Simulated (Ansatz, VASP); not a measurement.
**PH3Ru16: VASP beside Ansatz**

File INCAR:

```
PREC = Accurate ; ENCUT = 400
EDIFF = 1E-6 ; ISMEAR = 1
SIGMA = 0.1 ; LREAL = F
LASPH = T ; NELM = 120
ALGO = Normal ; ISIF = 2
LWAVE = F ; LCHARG = F
GGA = PE ; IVDW = 12
NBANDS = 132 ; GGA_COMPAT = F
NELMDL = -8
```

File KPOINTS:

```
regular mesh
0
Gamma
  2 2 1
```

POSCAR

```
PH3Ru16
1.0
    5.4000000000      0.0000000000      0.0000000000
    2.7000000000      4.6765371804      0.0000000000
    0.0000000000      0.0000000000     22.9152000000
Ru P H
16 1 3
Direct
    0.8333333300      0.3333333300      0.1090978900
    0.3333333300      0.3333333300      0.1090978900
    0.8333333300      0.8333333300      0.1090978900
    0.3333333300      0.8333333300      0.1090978900
    0.0000000000      0.0000000000      0.2024158600
    0.5000000000      0.0000000000      0.2024158600
    0.0000000000      0.5000000000      0.2024158600
    0.5000000000      0.5000000000      0.2024158600
    0.8317215200      0.3353042100      0.2951511200
    0.3333450100      0.3333424700      0.2942299200
    0.8329658200      0.8318203600      0.2951563200
    0.3353345300      0.8329583300      0.2951449400
    0.0000788800     -0.0000183800      0.3884127700
    0.4994437900      0.0011509500      0.3856124800
    0.0011262600      0.4994666300      0.3855982400
    0.4995266400      0.4993931500      0.3856012600
    0.0000996100     -0.0002588600      0.4877479300
    0.9346977000      0.2530240200      0.5192977600
    0.8121750900      0.9342147800      0.5192395300
    0.2534233700      0.8117707700      0.5192733900
```

Input for Ansatz:

```yaml
crystal:
  lattice:
    - [5.4, 0.0, 0.0]
    - [2.7, 4.6765371804, 0.0]
    - [0.0, 0.0, 22.9152]
  atoms:
    - { symbol: Ru, position: [0.83333333, 0.33333333, 0.10909789] }
    - { symbol: Ru, position: [0.33333333, 0.33333333, 0.10909789] }
    - { symbol: Ru, position: [0.83333333, 0.83333333, 0.10909789] }
    - { symbol: Ru, position: [0.33333333, 0.83333333, 0.10909789] }
    - { symbol: Ru, position: [0.0, 0.0, 0.20241586] }
    - { symbol: Ru, position: [0.5, 0.0, 0.20241586] }
    - { symbol: Ru, position: [0.0, 0.5, 0.20241586] }
    - { symbol: Ru, position: [0.5, 0.5, 0.20241586] }
    - { symbol: Ru, position: [0.83172152, 0.33530421, 0.29515112] }
    - { symbol: Ru, position: [0.33334501, 0.33334247, 0.29422992] }
    - { symbol: Ru, position: [0.83296582, 0.83182036, 0.29515632] }
    - { symbol: Ru, position: [0.33533453, 0.83295833, 0.29514494] }
    - { symbol: Ru, position: [7.888e-05, -1.838e-05, 0.38841277] }
    - { symbol: Ru, position: [0.49944379, 0.00115095, 0.38561248] }
    - { symbol: Ru, position: [0.00112626, 0.49946663, 0.38559824] }
    - { symbol: Ru, position: [0.49952664, 0.49939315, 0.38560126] }
    - { symbol: P, position: [9.961e-05, -0.00025886, 0.48774793] }
    - { symbol: H, position: [0.9346977, 0.25302402, 0.51929776] }
    - { symbol: H, position: [0.81217509, 0.93421478, 0.51923953] }
    - { symbol: H, position: [0.25342337, 0.81177077, 0.51927339] }
hamiltonian:
  xc: pbe
  dispersion: d3bj
kpoints:
  mp_grid: { grid: [2, 2, 1] }
scf:
  occupations: { method: methfessel_paxton, width: 0.1 }
  max_iter: 140
  lower_state_search: "off"
output:
  forces: true
```

Alike in both runs: task single point; functional PBE; dispersion D3(BJ); k mesh 2 × 2 × 1; occupations methfessel-paxton of order 1, width 0.1 eV; no spin polarisation.

|  | VASP | Ansatz |
| --- | --- | --- |
| version | VASP 6.6.1 | Ansatz 0.2.0 |
| potentials or method | VASP PAW PBE potentials, release 64 (Ru_pv, P, H) | scalar-relativistic, plane waves, PAW |
| plane-wave cutoff (eV) | 400 | 420 |
| valence electrons in the cell | 232 | 264 |

Ansatz gave:

| Quantity | Value |
| --- | --- |
| rms of the force components (eV/Å) | 0.376 |

Problem. Which values does VASP return?

Solution. rms of the force components (eV/Å): 0.375.

Atom by atom the forces differ by 0.008 eV/Å (rms over components). VASP's potentials hold 232 valence electrons a cell and Ansatz's 264, so a difference there can come from the potentials and not from the codes.

The k mesh is coarse, so the values compare programs but aren't converged.
